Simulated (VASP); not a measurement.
# NiTe2 (P-3m1) in VASP: single point with LDA

Aim: the single point of NiTe2 with LDA.

All numbers are computed with VASP 6.6.1; they aren't measurements. Logs are shortened: lines on timing, memory, paths and dates and some standing lists are left out, and cuts for length are marked.

## 1. The cell of the first run

It takes space group P-3m1 (No. 164, trigonal). Conventional cell: a = 3.986 Å, b = 3.986 Å, c = 5.468 Å, α = 90.00°, β = 90.00°, γ = 120.00°. Within 3.5 Å of Ni (site symmetry -3m) lie 6 Te at 2.68 Å. Within 3.6 Å of Te (site symmetry 3m) lie 3 Ni at 2.68 Å and 6 Te at 3.57 Å.

## 2. Single point, LDA, collinear spin, ferromagnetic start

Contents of INCAR:

```
PREC = Accurate
ENCUT = 520
EDIFF = 1E-7
ISMEAR = -1
SIGMA = 0.1
LREAL = False
LASPH = True
NELM = 150
ALGO = Normal
ISIF = 2
LWAVE = False
LCHARG = False
ISPIN = 2
MAGMOM = 1.5 0 0
LORBIT = 11
LMAXMIX = 4
GGA = CA
NBANDS = 22
```

Contents of KPOINTS:

```
Automatic mesh
0
Gamma
  9 9 6
```

Contents of POSCAR:

```
NiTe2
1.0
    3.9856335258      0.0000000000      0.0000000000
   -1.9928167629      3.4516556677      0.0000000000
    0.0000000000      0.0000000000      5.4679877716
Ni Te
1 2
Direct
    0.0000000000      0.0000000000      0.0000000000
    0.3333333333      0.6666666667      0.2500000000
    0.6666666667      0.3333333333      0.7500000000
```

Potentials or basis: VASP PAW LDA potentials, release 64 (Ni, Te).

On the command line:

```bash
$ cat potpaw_LDA.64/Ni/POTCAR potpaw_LDA.64/Te/POTCAR > POTCAR
$ mpirun -np 1 vasp_std > vasp.out
```

OUTCAR:

```text
PREC = Accurate
   ENCUT = 520
   EDIFF = 1E-7
   ISMEAR = -1
   LREAL = False
   LASPH = True
   NELM = 150
   ISIF = 2
   ISPIN = 2
   LORBIT = 11
   GGA = CA

 ion  position               nearest neighbor table
   1  0.000  0.000  0.000-   2 2.68   3 2.68   3 2.68   2 2.68   3 2.68   2 2.68
   2  0.333  0.667  0.250-   1 2.68   1 2.68   1 2.68   3 3.57   3 3.57   3 3.57   3 3.57   3 3.57
                             3 3.57
   3  0.667  0.333  0.750-   1 2.68   1 2.68   1 2.68   2 3.57   2 3.57   2 3.57   2 3.57   2 3.57
                             2 3.57

  LATTYP: Found a hexagonal cell.
 ALAT       =     3.9856335258
 C/A-ratio  =     1.3719243719

  Lattice vectors:

 A1 = (   3.9856335258,   0.0000000000,   0.0000000000)
 A2 = (  -1.9928167629,   3.4516556677,   0.0000000000)
 A3 = (   0.0000000000,   0.0000000000,   5.4679877716)

Analysis of symmetry for initial positions (statically):
=====================================================================
 Subroutine PRICEL returns:
 Original cell was already a primitive cell.

 Routine SETGRP: Setting up the symmetry group for a
 hexagonal supercell.

 Subroutine GETGRP returns: Found 12 space group operations
 (whereof 12 operations were pure point group operations)
 out of a pool of 24 trial point group operations.

The static configuration has the point symmetry D_3d.

Analysis of symmetry for dynamics (positions and initial velocities):
=====================================================================
 Subroutine PRICEL returns:
 Original cell was already a primitive cell.

 Routine SETGRP: Setting up the symmetry group for a
 hexagonal supercell.

 Subroutine GETGRP returns: Found 12 space group operations
 (whereof 12 operations were pure point group operations)
 out of a pool of 24 trial point group operations.

The dynamic configuration has the point symmetry D_3d.

Analysis of structural, dynamic, and magnetic symmetry:
=====================================================================
 Subroutine PRICEL returns:
 Original cell was already a primitive cell.

 Routine SETGRP: Setting up the symmetry group for a
 hexagonal supercell.

 Subroutine GETGRP returns: Found 12 space group operations
 (whereof 12 operations were pure point group operations)
 out of a pool of 24 trial point group operations.

The overall configuration has the point symmetry D_3d.

[... 122 lines left out ...]
  Fermi-wavevector in a.u.,A,eV,Ry     =   1.086671  2.053511 16.066506  1.180855
  Thomas-Fermi vector in A             =   2.222814
   LORBIT       =     11    0 simple, 1 ext, 2 COOP (PROOUT), +10 PAW based schemes
   GGA     = CA    functional components
   LHFCALC =     F    Hartree Fock is set to
   AEXX    =    0.0000 exact exchange contribution
   IVDW    =     0    specifies the selected vdW correction
   LEPSILON=     F    determine dielectric tensor
   LRPA    =     F    only Hartree local field effects (RPA)
 spin polarized calculation
  energy-cutoff  :      520.00
  volume of cell :       75.22
 maximum number of plane-waves:      2055
 NGX is ok and might be reduce to    30
   NGX = 15   NGY = 15   NGZ = 21

 number of electron      22.0000000 magnetization       0.0002719

 number of electron      22.0000000 magnetization      -0.0001444

 Free energy of the ion-electron system (eV)
  ---------------------------------------------------
  ext. energy  EPLUGINS =         0.00000000
  ---------------------------------------------------
  free energy    TOTEN  =       -14.63243679 eV

  energy without entropy =      -14.56647455  energy(sigma->0) =      -14.59945567

 E-fermi :   6.6061     XC(G=0): -10.2062

 val. band max:        6.5860790999   @ k =   0.0000   0.1111   0.3333
 cond. band min:       6.6099644681   @ k =   0.1111   0.0000   0.5000
 fundamental gap:      0.0238853682
 Fermi energy:         6.6060920524

 spin component 1

 k-point     1 :       0.0000    0.0000    0.0000
  band No.  band energies     occupation
      1      -6.4031      1.00000
      2      -3.6828      1.00000
      3       1.2206      1.00000
      4       3.4695      1.00000
      5       3.4695      1.00000
      6       4.8233      1.00000
[... 589 lines left out ...]
     21      16.7130      0.00000
     22      17.9569      0.00000

 [... further k-points ...]

 spin component 2

 k-point     1 :       0.0000    0.0000    0.0000
  band No.  band energies     occupation
      1      -6.4031      1.00000
      2      -3.6828      1.00000
      3       1.2206      1.00000
      4       3.4694      1.00000
      5       3.4694      1.00000
      6       4.8233      1.00000
[... 589 lines left out ...]
     21      16.7130      0.00000
     22      17.9569      0.00000

 [... further k-points ...]

------------------------ aborting loop because EDIFF is reached ----------------------------------------

  FORCE on cell =-STRESS in cart. coord.  units (eV):
  Direction    XX          YY          ZZ          XY          YZ          ZX
  --------------------------------------------------------------------------------------
  -------------------------------------------------------------------------------------
  Total       -5.1138027     -5.1137902     -4.6838666      0.0000000     -0.0000000     -0.0000000
  in kB     -108.9186340   -108.9183680    -99.7614461      0.0000000     -0.0000000     -0.0000000
  external PRESSURE =    -105.8661494 kB  Pullay stress =       0.0000000 kB

 VOLUME and BASIS-vectors are now :
 -----------------------------------------------------------------------------
  energy-cutoff  :      520.00
  volume of cell :       75.22
      direct lattice vectors                 reciprocal lattice vectors
     3.985633526  0.000000000  0.000000000     0.250901141  0.144858018  0.000000000
    -1.992816763  3.451655668  0.000000000     0.000000000  0.289716037  0.000000000
     0.000000000  0.000000000  5.467987772     0.000000000  0.000000000  0.182882633

 POSITION                                       TOTAL-FORCE (eV/Angst)
 -----------------------------------------------------------------------------------
      0.00000      0.00000      0.00000         0.000000      0.000000      0.000000
     -0.00000      2.30110      1.36700        -0.000000      0.000000     -0.859896
      1.99282      1.15055      4.10099         0.000000      0.000000      0.859896
 -----------------------------------------------------------------------------------
    total drift:                                0.000000      0.000000     -0.000000

  FREE ENERGIE OF THE ION-ELECTRON SYSTEM (eV)
  ---------------------------------------------------
  free  energy   TOTEN  =       -14.6324367890 eV

  energy  without entropy=      -14.5664745529  energy(sigma->0) =      -14.59945567

 total charge

# of ion       s       p       d       tot
------------------------------------------
    1        0.404   0.405   8.367   9.176
    2        1.410   1.829   0.048   3.287
    3        1.410   1.829   0.048   3.287
--------------------------------------------------
tot          3.224   4.064   8.463  15.750

 magnetization (x)

# of ion       s       p       d       tot
------------------------------------------
    1       -0.000  -0.000  -0.000  -0.000
    2       -0.000   0.000  -0.000  -0.000
    3       -0.000   0.000  -0.000  -0.000
--------------------------------------------------
tot         -0.000  -0.000  -0.000  -0.000
```

stdout:

```text
POSCAR found type information on POSCAR NiTe
 POSCAR found :  2 types and       3 ions
 scaLAPACK will be used
 LDA part: xc-table for (Slater(with rela. corr.)+CA(PZ))
 , standard interpolation
 POSCAR, INCAR and KPOINTS ok, starting setup
 FFT: planning ... GRIDC
 FFT: planning ... GRID_SOFT
 FFT: planning ... GRID
 WAVECAR not read
 entering main loop
```

It took 2.9 min on 1 thread of Intel Xeon Platinum 8488C (Sapphire Rapids), shared host; peak memory 0.28 GiB.

What came out:

```
Free energy                                           : -14.6324 eV
Pressure                                              : -10.6 GPa
Largest force                                         : 0.860 eV/Å
Band gap on the k mesh                                : zero (filled and empty bands overlap)
Net moment                                            : 0.00 μB per cell
Valence electrons inside the program's atomic spheres : Ni 9.18; Te 3.29
```

Forces in eV/Å, atoms in the order of the input:
```
Ni   0.000  0.000  0.000
Te   0.000  0.000 -0.860
Te   0.000  0.000  0.860
```

Caveat: the cell stands under tension; spin-orbit coupling is left out, which moves the levels of the heavy elements.
